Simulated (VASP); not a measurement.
Wanted: the native input for a VASP 6.6.1 run.

- Task: single point
- Functional: PBEsol
- Potentials or basis: VASP PAW PBE potentials, release 64 (In_d, P)
- Cutoff: 520 eV
- k mesh: 12 × 12 × 12
- Occupations: fermi-dirac, width 0.1 eV
- Spin: no spin polarisation
- Dipole correction: no
- Further INCAR settings: ALGO = Normal; EDIFF = 1e-06; NBANDS = 16

The structure of InP (zincblende type) lies in POSCAR:

```
InP
1.0
    0.0000000000      2.8796515993      2.8796515993
    2.8796515993      0.0000000000      2.8796515993
    2.8796515993      2.8796515993      0.0000000000
In P
1 1
Direct
    0.0000000000      0.0000000000      0.0000000000
    0.2500000000      0.2500000000      0.2500000000
```

This cell differs from its parent crystal: volume scaled by 0.94.

One way to write it, as run:

INCAR

```
PREC = Accurate
ENCUT = 520
EDIFF = 1E-6
ISMEAR = -1
SIGMA = 0.1
LREAL = False
LASPH = True
NELM = 100
ALGO = Normal
ISIF = 2
LWAVE = False
LCHARG = True
GGA = PS
LELF = True
LVHAR = True
NBANDS = 16
```

KPOINTS

```
regular mesh
0
Gamma
  12 12 12
```

Potentials or basis: VASP PAW PBE potentials, release 64 (In_d, P).

Run with:

```sh
$ cat potpaw_PBE.64/In_d/POTCAR potpaw_PBE.64/P/POTCAR > POTCAR
$ mpirun -np 1 vasp_std > vasp.out
```

Results of the run:

| Property | Result |
| --- | --- |
| Pressure | 4.7 GPa |
| Band gap on the k mesh | 0.90 eV, direct |

Caveat: the PAW data sets were made with another functional, which shifts forces and pressure a little; spin-orbit coupling is left out, which moves the levels of the heavy elements.

Run time: 26 s on 1 thread of Intel(R) Xeon(R) 6975P-C (Granite Rapids), on a shared host, peak memory 0.2 GiB.
